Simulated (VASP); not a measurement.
A run of VASP 6.6.1:

INCAR

```
  PREC = Accurate
  ENCUT = 600
  EDIFF = 1E-6
  ISMEAR = -1
  SIGMA = 0.05
  LREAL = F
  LASPH = T
  NELM = 100
  ALGO = Normal
  ISIF = 3
  LWAVE = F
  LCHARG = F
  GGA = PE
  IBRION = 2
  NSW = 32
  EDIFFG = -0.005
  PSTRESS = 330.0
```

KPOINTS

```
Automatic mesh
0
Gamma
  7 7 10
```

POSCAR

```
Sr
1.0
    5.1740456064      0.0000000000      0.0000000000
   -2.5870228032      4.4808549354      0.0000000000
    0.0000000000      0.0000000000      3.0367939651
Sr
3
Direct
    0.0000000000      0.0000000000      0.0000000000
    0.3333333333      0.6666666667      0.5000000000
    0.6666666667      0.3333333333      0.5000000000
```

Potentials or basis: VASP PAW PBE potentials, release 64 (Sr_sv).

The run is started by

```console
$ cat potpaw_PBE.64/Sr_sv/POTCAR > POTCAR
$ mpirun -np 1 vasp_std > vasp.out
```

Hardware: 1 thread of Intel(R) Xeon(R) 6975P-C (Granite Rapids), with other jobs on the host.

Task: Estimate the wall time of this run.

Result: Wall time 70 s on 1 thread of Intel(R) Xeon(R) 6975P-C (Granite Rapids) (shared host), peak memory 0.24 GiB. Counts: scf iterations 27, k points 48, ion steps 3.
